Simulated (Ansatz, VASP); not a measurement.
# MgO: VASP beside Ansatz

The input POSCAR:

```
MgO
1.0
    0.0000000000      2.2007597060      2.2007597060
    2.2007597060      0.0000000000      2.2007597060
    2.2007597060      2.2007597060      0.0000000000
Mg O
1 1
Direct
    0.0000000000      0.0000000000      0.0000000000
    0.5000000000      0.5000000000      0.5000000000
```

INCAR.step1

```
SYSTEM = MgO
ALGO = Normal ; EDIFF = 1E-4
ENCUT = 520 ; GGA = PE
ISMEAR = 0 ; LASPH = .True.
LCHARG = .False. ; LREAL = .False.
LWAVE = .True. ; NBANDS = 11
NELM = 60 ; PREC = Accurate
SIGMA = 0.01
```

The input INCAR.step2:

```
SYSTEM = MgO
ALGO = Normal ; EDIFF = 1E-6
ENCUT = 520 ; ISIF = 2
ISMEAR = 0 ; ISTART = 1
LASPH = .True. ; LCHARG = .False.
LMIXTAU = .True. ; LREAL = .False.
LWAVE = .False. ; METAGGA = R2SCAN
NBANDS = 11 ; NELM = 60
PREC = Accurate ; SIGMA = 0.01
```

KPOINTS

```
k-points
0
Gamma
  10 10 10
  0 0 0
```

Input for Ansatz:

```yaml
crystal:
  lattice:
    - [0.0, 2.200759706, 2.200759706]
    - [2.200759706, 0.0, 2.200759706]
    - [2.200759706, 2.200759706, 0.0]
  atoms:
    - { symbol: Mg, position: [0.0, 0.0, 0.0] }
    - { symbol: O, position: [0.5, 0.5, 0.5] }
kpoints:
  mp_grid: { grid: [10, 10, 10] }
  band_path:
    path:
      - [0.0, 0.0, 0.0]
      - [0.5, 0.0, 0.5]
      - [0.625, 0.25, 0.625]
      - [0.375, 0.375, 0.75]
      - [0.5, 0.5, 0.5]
      - [0.5, 0.25, 0.75]
    npoints: 1
hamiltonian:
  xc: r2scan
scf:
  occupations: { method: fixed }
  n_extra_bands: 4
output:
  forces: true
  stress: true
  eigenvalues: true
  write_density: true
  write_potential: true
  elf: true
  volumetric_format: npy
```

Change from the starting cell: hydrostatic strain +4.7%.

Alike in both runs: task single point; functional r2SCAN; k mesh 10 × 10 × 10; no spin polarisation.

|  | VASP | Ansatz |
| --- | --- | --- |
| version | VASP 6.6.1 | Ansatz 0.2.0 |
| potentials or method | VASP PAW PBE potentials, release 64 (Mg, O) | plane waves, PAW |
| plane-wave cutoff (eV) | 520 | 500 |
| occupations | gaussian, width 0.01 eV | fixed |
| valence electrons in the cell | 8 | 16 |

|  | VASP | Ansatz | Ansatz less VASP |
| --- | --- | --- | --- |
| gap on the k mesh at the Fermi level (eV) | 4.37 | 4.40 | +0.025 |
| pressure (GPa) | -18.3 | -17.3 | +1.00 |

VASP's potentials were made for PBE, not for r2SCAN. VASP's potentials hold 8 valence electrons a cell and Ansatz's 16, so a difference there can come from the potentials and not from the codes.
